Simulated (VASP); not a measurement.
Wanted: the native input for a VASP 6.6.1 run.

```
Task                   : relaxation of cell and atoms
Functional             : PBE
Potentials or basis    : VASP PAW PBE potentials, release 64 (Ca_sv, H)
Cutoff                 : 600 eV
k mesh                 : 4 × 4 × 4
Occupations            : gaussian, width 0.1 eV
Spin                   : no spin polarisation
Dipole correction      : no
Further INCAR settings : ALGO = Normal; EDIFF = 1e-07; IBRION = 2; EDIFFG = -0.04; NSW = 90; ISIF = 3
```

The structure of Ca3H lies in POSCAR:

```
Ca3H
1.0
    0.0000000000      3.6956341500      3.6956341500
    3.6956341500      0.0000000000      3.6956341500
    3.6956341500      3.6956341500      0.0000000000
Ca H
3 1
Direct
    0.5000000000      0.5000000000      0.5000000000
    0.2500000000      0.2500000000      0.2500000000
    0.7500000000      0.7500000000      0.7500000000
    0.0000000000      0.0000000000      0.0000000000
```

The cell was generated, and may not be a known phase.

One way to write it, as run:

INCAR

```
PREC = Accurate
ENCUT = 600
EDIFF = 1E-7
ISMEAR = 0
SIGMA = 0.1
LREAL = F
LASPH = T
NELM = 100
ALGO = Normal
ISIF = 3
LWAVE = F
LCHARG = F
GGA = PE
IBRION = 2
NSW = 90
EDIFFG = -0.04
```

KPOINTS

```
Automatic mesh
0
Gamma
  4 4 4
```

Potentials or basis: VASP PAW PBE potentials, release 64 (Ca_sv, H).

Run with:

```bash
$ cat potpaw_PBE.64/Ca_sv/POTCAR potpaw_PBE.64/H/POTCAR > POTCAR
$ mpirun -np 1 vasp_std > vasp.out
```

Results of the run:

| Item | Value |
| --- | --- |
| Relaxed volume | 35.36 Å³/atom |
| Relaxed cell | a = 5.848 Å, b = 5.848 Å, c = 5.848 Å, α = 60.00°, β = 60.00°, γ = 60.00° |
| Space group after relaxing (to 0.1 Å) | Fm-3m (No. 225) |
| Energy gained by relaxing | 203.5 meV/atom |
| Ionic steps | 4 |
| Pressure after relaxing | 0.0 GPa |
| Band gap on the k mesh | zero (an odd number of electrons rules out a gap without spin polarisation) |

Caveat: the k points lie up to 0.33 Å⁻¹ apart in the final cell, too coarse for converged energies and pressures of a metal; the volume moved by over 15 % at a fixed basis, so the end points are rough.

Wall time 2.1 min on 1 thread of Oxide Virtual Turin-like Processor, on a shared host, peak memory 0.23 GiB.
